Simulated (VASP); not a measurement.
# Au (P6_3/mmc) in VASP: a series of runs, part 2 of 2

VASP 6.6.1.

## (4) Single point, r2SCAN (strain +0.000 along x and y, -0.030 along z)

Input file POSCAR:

```
Au
1.0
    2.8999984104      0.0000000000      0.0000000000
   -1.4499992052      2.5114722944      0.0000000000
    0.0000000000      0.0000000000      4.7336000000
Au
2
Direct
    0.3333333333      0.6666666667      0.7500000000
    0.6666666667      0.3333333333      0.2500000000
```

Input file INCAR.step1:

```
SYSTEM = Au
PREC     = Accurate       ! precision mode
ENCUT    = 520            ! plane-wave cutoff, eV
ISMEAR   = 0              ! smearing method
SIGMA    = 0.15           ! smearing width, eV
LREAL    = .FALSE.        ! projectors in reciprocal space
LASPH    = .TRUE.         ! aspherical terms in the spheres
NELM     = 100            ! most SCF steps
NBANDS   = 18             ! bands
GGA      = PE             ! functional
ALGO     = Normal         ! electronic algorithm
EDIFF    = 1E-4           ! SCF threshold, eV
LWAVE    = .TRUE.         ! write WAVECAR
LCHARG   = .FALSE.        ! write CHGCAR
```

Input file INCAR.step2:

```
SYSTEM = Au
PREC     = Accurate       ! precision mode
ENCUT    = 520            ! plane-wave cutoff, eV
EDIFF    = 1E-7           ! SCF threshold, eV
ISMEAR   = 0              ! smearing method
SIGMA    = 0.15           ! smearing width, eV
LREAL    = .FALSE.        ! projectors in reciprocal space
LASPH    = .TRUE.         ! aspherical terms in the spheres
NELM     = 100            ! most SCF steps
ALGO     = Normal         ! electronic algorithm
ISIF     = 2              ! what is computed and relaxed
LWAVE    = .FALSE.        ! write WAVECAR
LCHARG   = .FALSE.        ! write CHGCAR
METAGGA  = R2SCAN         ! meta-GGA
LMIXTAU  = .TRUE.       
NBANDS   = 18             ! bands
ISTART   = 1
```

Input file KPOINTS:

```
Automatic mesh
0
G
  18 18 10
  0 0 0
```

Potentials or basis: VASP PAW PBE potentials, release 64 (Au).

Started as:

```bash
$ cat potpaw_PBE.64/Au/POTCAR > POTCAR
$ cp INCAR.step1 INCAR
$ mpirun -np 1 vasp_std > vasp.out
$ cp INCAR.step2 INCAR
$ mpirun -np 1 vasp_std > vasp.out
```

OUTCAR:

```text
SYSTEM = Au
   PREC = Accurate
   ENCUT = 520
   EDIFF = 1E-7
   ISMEAR = 0
   LREAL = .FALSE.
   LASPH = .TRUE.
   NELM = 100
   ISIF = 2
   METAGGA = R2SCAN
   ISTART = 1

 ion  position               nearest neighbor table
   1  0.333  0.667  0.750-   2 2.90   2 2.90   2 2.90   2 2.90   2 2.90   2 2.90
   2  0.667  0.333  0.250-   1 2.90   1 2.90   1 2.90   1 2.90   1 2.90   1 2.90

  LATTYP: Found a hexagonal cell.
 ALAT       =     2.8999984104
 C/A-ratio  =     1.6322767568

  Lattice vectors:

 A1 = (   2.8999984104,   0.0000000000,   0.0000000000)
 A2 = (  -1.4499992052,   2.5114722944,   0.0000000000)
 A3 = (   0.0000000000,   0.0000000000,   4.7336000000)

Analysis of symmetry for initial positions (statically):
=====================================================================
 Subroutine PRICEL returns:
 Original cell was already a primitive cell.

 Routine SETGRP: Setting up the symmetry group for a
 hexagonal supercell.

 Subroutine GETGRP returns: Found 24 space group operations
 (whereof 12 operations were pure point group operations)
[... 159 lines left out ...]
 Free energy of the ion-electron system (eV)
  ---------------------------------------------------
  ext. energy  EPLUGINS =         0.00000000
  ---------------------------------------------------
  free energy    TOTEN  =      -101.16456145 eV

  energy without entropy =     -101.15674606  energy(sigma->0) =     -101.16065376

 E-fermi :   9.0896     XC(G=0): -13.5441

 val. band max:        9.0868959312   @ k =   0.4444   0.0556   0.2000
 cond. band min:       9.1125462020   @ k =   0.1111   0.0000   0.1000
 fundamental gap:      0.0256502708
 Fermi energy:         9.0895708287

 k-point     1 :       0.0000    0.0000    0.0000
  band No.  band energies     occupation
      1      -0.8287      2.00000
      2       1.6447      2.00000
      3       4.2400      2.00000
      4       4.3654      2.00000
      5       4.3654      2.00000
      6       4.7127      2.00000
[... 481 lines left out ...]
      5       4.6381      2.00000
      6       4.7507      2.00000
[... 10 lines left out ...]
     17      22.0113      0.00000
     18      24.4706      0.00000

 [... further k-points ...]
[... 5 lines left out ...]
  --------------------------------------------------------------------------------------
  -------------------------------------------------------------------------------------
  Total        0.6072329      0.6072329      1.0343751      0.0000000     -0.0000000     -0.0000000
  in kB       28.2194234     28.2194234     48.0696489      0.0000000     -0.0000000     -0.0000000
  external PRESSURE =      34.8361652 kB  Pullay stress =       0.0000000 kB

 VOLUME and BASIS-vectors are now :
 -----------------------------------------------------------------------------
  energy-cutoff  :      520.00
  volume of cell :       34.48
      direct lattice vectors                 reciprocal lattice vectors
     2.899998410  0.000000000  0.000000000     0.344827775  0.199086409  0.000000000
    -1.449999205  2.511472294  0.000000000     0.000000000  0.398172818  0.000000000
     0.000000000  0.000000000  4.733600000     0.000000000  0.000000000  0.211255704

 POSITION                                       TOTAL-FORCE (eV/Angst)
 -----------------------------------------------------------------------------------
     -0.00000      1.67431      3.55020         0.000000      0.000000      0.000000
      1.45000      0.83716      1.18340        -0.000000     -0.000000      0.000000
 -----------------------------------------------------------------------------------
    total drift:                               -0.000000      0.000000     -0.000000

  FREE ENERGIE OF THE ION-ELECTRON SYSTEM (eV)
  ---------------------------------------------------
  free  energy   TOTEN  =      -101.1645614519 eV

  energy  without entropy=     -101.1567460618  energy(sigma->0) =     -101.16065376
```

OSZICAR.step1:

```text
N       E                     dE             d eps       ncg     rms          rms(c)
DAV:   1     0.124141881446E+03    0.12414E+03   -0.11758E+04  7992   0.119E+03
DAV:   2    -0.481422151390E+01   -0.12896E+03   -0.12301E+03  8472   0.262E+02
DAV:   3    -0.691869687680E+01   -0.21045E+01   -0.20924E+01  9500   0.337E+01
DAV:   4    -0.692750732516E+01   -0.88104E-02   -0.88095E-02  8872   0.229E+00
DAV:   5    -0.692758595642E+01   -0.78631E-04   -0.78631E-04  8856   0.232E-01    0.128E+01
DAV:   6    -0.643516590537E+01    0.49242E+00   -0.90989E-01  8226   0.880E+00    0.820E+00
DAV:   7    -0.639987372488E+01    0.35292E-01   -0.10725E-01  8752   0.301E+00    0.332E+00
DAV:   8    -0.639547378830E+01    0.43999E-02   -0.98527E-03  8278   0.819E-01    0.364E-01
DAV:   9    -0.639544473868E+01    0.29050E-04   -0.41948E-05  5696   0.588E-02
   1 F= -.63954447E+01 E0= -.63910954E+01  d E =-.869860E-02
```

Run time: 4.4 min. Hardware: 1 thread of Intel Xeon Platinum 8375C at 2.90GHz (Ice Lake), shared host; peak memory 0.25 GiB.

Results:

| Property | Result |
| --- | --- |
| Free energy | -101.1646 eV |
| Pressure | 3.5 GPa |
| Band gap on the k mesh | zero (bands 11 and 12 overlap by 7.25 eV) |

Stress tensor (GPa, compression positive):
```
2.82 0.00 0.00
0.00 2.82 0.00
0.00 0.00 4.81
```

Levels at points of the mesh, in eV from the Fermi level:
| k point | band 8 | band 9 | band 10 | band 11 | band 12 | band 13 | band 14 | band 15 |
| --- | --- | --- | --- | --- | --- | --- | --- | --- |
| (0.00, 0.00, 0.00) | -3.87 | -3.87 | -2.34 | -2.34 | -0.69 | 3.13 | 15.33 | 17.08 |
| (0.50, 0.00, 0.00) | -2.12 | -2.04 | -1.90 | 0.37 | 1.49 | 6.28 | 7.82 | 7.83 |
| (0.00, 0.00, 0.50) | -4.81 | -2.82 | -2.82 | -2.82 | -2.82 | 11.77 | 11.77 | 15.58 |
| (0.50, 0.00, 0.50) | -2.52 | -1.99 | -1.99 | 0.62 | 0.62 | 4.05 | 4.05 | 14.08 |

Caveat: the cell differs from its parent crystal (strain +0.000 along x and y, -0.030 along z); the cell stands under pressure; the PAW data sets were made with another functional, which shifts forces and pressure a little; spin-orbit coupling is left out, which moves the levels of the heavy elements.

## (5) The runs side by side

```tsv
cell	gap on the mesh (eV)	pressure (GPa)
a = 2.856, b = 2.856, c = 4.807 Å, angles 90.0, 90.0, 120.0°, 2 atoms	none	6.2
a = 2.813, b = 2.813, c = 5.026 Å, angles 90.0, 90.0, 120.0°, 2 atoms	none	4.8
a = 2.900, b = 2.900, c = 4.734 Å, angles 90.0, 90.0, 120.0°, 2 atoms	none	3.5
```

Alike in all rows: task single point; level r2SCAN; potentials or basis VASP PAW PBE potentials, release 64 (Au); no spin polarisation; k mesh 18 × 18 × 10; cutoff (eV) 520; smearing gaussian 0.15 eV.

Caveats: the PAW data sets were made with another functional, which shifts forces and pressure a little; spin-orbit coupling is left out, which moves the levels of the heavy elements; the cell stands under pressure (at least some runs); the stress differs along the axes, from 1 to 7 GPa (at least some runs).

Absolute energies hang on the potentials; compare differences alone.

The gap in the log of VASP goes by the Fermi energy; the results here count the filled bands.